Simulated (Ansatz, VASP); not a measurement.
**Two plane-wave programs on Zn3SnO**

```
Zn Sn O
1.0
     5.49495    0.00000    0.00000
    -2.74747    4.75876    0.00000
     0.00000    0.00000    4.16848
Zn Sn O
3 1 1
Direct
  0.50000 0.00000 0.00000
  0.00000 0.50000 0.00000
  0.50000 0.50000 0.00000
  0.00000 0.00000 0.00000
  0.00000 0.00000 0.50000
```

Alike in both runs: functional PBE; k mesh 6 × 6 × 4; occupations gaussian, width 0.1 eV; no spin polarisation.

Ansatz relaxed the structure, and its values are those at the end. VASP's run is a single point on that final structure, the one shown.

|  | VASP | Ansatz |
| --- | --- | --- |
| version | VASP 6.6.1 | Ansatz 0.2.0 |
| potentials or method | VASP PAW PBE potentials, release 64 (Zn, Sn_d, O), cutoff 520 eV | scalar-relativistic, plane waves, PAW |
| valence electrons in the cell | 56 | 56 |

Ansatz gave:

* gap on the k mesh at the Fermi level (eV): none
* pressure (GPa): 0.1

Question: What did VASP give for the same quantities?

Answer: gap on the k mesh at the Fermi level (eV): none; pressure (GPa): 0.3.

A gap of «none» marks a metal or a gap that the smearing closes.

The k mesh is coarse, so the values compare programs but aren't converged.
